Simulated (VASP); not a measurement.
Input of a VASP 6.6.1 run:

Contents of INCAR:

```
SYSTEM = Sc
PREC = Accurate ; ENCUT = 520
EDIFF = 1E-7 ; ISMEAR = 1
SIGMA = 0.6 ; LREAL = .False.
LASPH = .True. ; NELM = 80
ALGO = Normal ; ISIF = 2
LWAVE = .False. ; LCHARG = .False.
GGA = PE ; NBANDS = 18
```

File KPOINTS:

```
regular mesh
0
Gamma
  11 11 6
  0 0 0
```

POSCAR

```
Sc
1.0
    3.3193628924      0.0000000000      0.0000000000
   -1.6596814462      2.8746525892      0.0000000000
    0.0000000000      0.0000000000      5.1842605006
Sc
2
Direct
    0.3333333333      0.6666666667      0.2500000000
    0.6666666667      0.3333333333      0.7500000000
```

Potentials or basis: VASP PAW PBE potentials, release 64 (Sc_sv).

Command:

```bash
$ cat potpaw_PBE.64/Sc_sv/POTCAR > POTCAR
$ mpirun -np 1 vasp_std > vasp.out
```

(1) What does it give for the pressure?

(2) What does it give for the band gap on the k mesh?

Answers

(1) -0.1 GPa.

(2) zero (bands 11 and 12 overlap by 1.45 eV).

Caveat: so wide a smearing shifts energies and pressures.
